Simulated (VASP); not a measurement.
Wanted: the native input for a VASP 6.6.1 run.

```
Task                               : single point
Functional                         : PBE0
Potentials or basis                : VASP PAW PBE potentials, release 64 (Cd, I)
Cutoff                             : 400 eV
k mesh                             : 6 × 6 × 4
Occupations                        : gaussian, width 0.01 eV
Spin                               : no spin polarisation
Dipole correction                  : no
Grid for exact exchange (PRECFOCK) : Normal
Further INCAR settings             : ALGO = Normal; EDIFF = 1e-06; NBANDS = 20
Share of exact exchange            : 0.25
```

CdI2:

```
Cd I
1.0
     4.24836    0.00000    0.00000
    -2.12418    3.67918    0.00000
     0.00000    0.00000    6.88442
Cd I
1 2
Direct
  0.00000 0.00000 0.00000
  0.33333 0.66667 0.24956
  0.66667 0.33333 0.75044
```

One way to write it, as run:

POSCAR

```
CdI2
1.0
    4.2483568959      0.0000000000      0.0000000000
   -2.1241784480      3.6791849962      0.0000000000
    0.0000000000      0.0000000000      6.8844151795
Cd I
1 2
Direct
    0.0000000000      0.0000000000      0.0000000000
    0.3333333333      0.6666666667      0.2495592321
    0.6666666667      0.3333333333      0.7504407679
```

INCAR.step1

```
SYSTEM = CdI2
PREC = Accurate ; ENCUT = 400
EDIFF = 1E-5 ; ISMEAR = 0
SIGMA = 0.01 ; LREAL = .False.
LASPH = .True. ; NELM = 120
ALGO = Normal ; ISIF = 2
LWAVE = .True. ; NBANDS = 20
GGA = PE ; GGA_COMPAT = .False.
KPAR = 4
```

INCAR.step2

```
SYSTEM = CdI2
PREC = Accurate ; ENCUT = 400
EDIFF = 1E-6 ; ISMEAR = 0
SIGMA = 0.01 ; LREAL = .False.
LASPH = .True. ; NELM = 120
ALGO = Normal ; ISIF = 2
LWAVE = .False. ; LCHARG = .True.
GGA = PE ; LHFCALC = .True.
AEXX = 0.25 ; PRECFOCK = Normal
LVHAR = .True. ; NBANDS = 20
ISTART = 1 ; GGA_COMPAT = .False.
KPAR = 4
```

KPOINTS

```
Automatic mesh
0
Gamma
  6 6 4
  0 0 0
```

Potentials or basis: VASP PAW PBE potentials, release 64 (Cd, I).

Run with:

```console
$ cat potpaw_PBE.64/Cd/POTCAR potpaw_PBE.64/I/POTCAR > POTCAR
$ cp INCAR.step1 INCAR
$ mpirun -np 4 vasp_std > vasp.out
$ cp INCAR.step2 INCAR
$ mpirun -np 4 vasp_std > vasp.out
```

Results of the run:

```yaml
Pressure: 0.5 GPa
Largest_force: 0.068 eV/Å
Band_gap_on_the_k_mesh: 4.03 eV (least direct gap 4.28 eV)
```

Caveat: the PAW data sets were made with another functional, which shifts forces and pressure a little; spin-orbit coupling is left out, which moves the levels of the heavy elements; this functional lacks dispersion, which binds layers or chains, so the pressure and a relaxed spacing across them are unreliable.

Run time: 32 min on 4 MPI ranks on Intel(R) Xeon(R) Platinum 8488C (Sapphire Rapids), with other jobs on the host, peak memory 0.23 GiB a rank.
